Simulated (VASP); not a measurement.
A run of VASP 6.6.1 is set up as follows.

INCAR

```
  ALGO = Normal
  EDIFF = 1E-6
  ENCUT = 520
  GGA = PE
  ISIF = 2
  ISMEAR = -1
  LASPH = True
  LCHARG = False
  LREAL = False
  LWAVE = False
  NBANDS = 13
  NELM = 100
  PREC = Accurate
  SIGMA = 0.05
```

The input KPOINTS:

```
k-points
0
Gamma
  14 14 14
```

The input POSCAR:

```
W
1.0
    0.0000000000      2.0163754284      2.0163754284
    2.0163754284      0.0000000000      2.0163754284
    2.0163754284      2.0163754284      0.0000000000
W
1
Direct
    0.0000000000      0.0000000000      0.0000000000
```

Potentials or basis: VASP PAW PBE potentials, release 64 (W_sv).

Launch:

```console
$ cat potpaw_PBE.64/W_sv/POTCAR > POTCAR
$ mpirun -np 1 vasp_std > vasp.out
```

Question: Predict the band gap on the k mesh.

Answer: Zero (band 7 reaches 13.55 eV, above the bottom of band 8 at 9.94 eV).

Question: Predict the pressure.

Answer: 1.4 GPa.

Caveat: spin-orbit coupling is left out, which moves the levels of the heavy elements.
